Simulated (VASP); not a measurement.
A run of VASP 6.6.1:

The input INCAR:

```
SYSTEM = Zn2O
ALGO = Normal ; EDIFF = 1E-6
ENCUT = 520 ; GGA = PE
ISIF = 2 ; ISMEAR = -1
LASPH = .TRUE. ; LCHARG = .FALSE.
LREAL = .FALSE. ; LWAVE = .FALSE.
NBANDS = 22 ; NELM = 100
PREC = Accurate ; SIGMA = 0.06122561905347299
```

File KPOINTS:

```
k-points
0
G
  34 34 34
  0 0 0
```

The input POSCAR:

```
Zn2O
1.0
    0.0000000000      2.7111867240      2.7111867240
    2.7111867240      0.0000000000      2.7111867240
    2.7111867240      2.7111867240      0.0000000000
Zn O
2 1
Direct
    0.2500000000      0.2500000000      0.2500000000
    0.7500000000      0.7500000000      0.7500000000
    0.0000000000      0.0000000000      0.0000000000
```

Potentials or basis: VASP PAW PBE potentials, release 64 (Zn, O).

Launch:

```sh
$ cat potpaw_PBE.64/Zn/POTCAR potpaw_PBE.64/O/POTCAR > POTCAR
$ mpirun -np 1 vasp_std > vasp.out
```

Hardware: 1 thread of Oxide Virtual Turin-like Processor, with other jobs on the host.

Estimate the wall time of this run.

Run time: 17 min on 1 thread of Oxide Virtual Turin-like Processor, with other jobs on the host, peak memory 0.79 GiB. Counts: scf iterations 13, k points 1059.
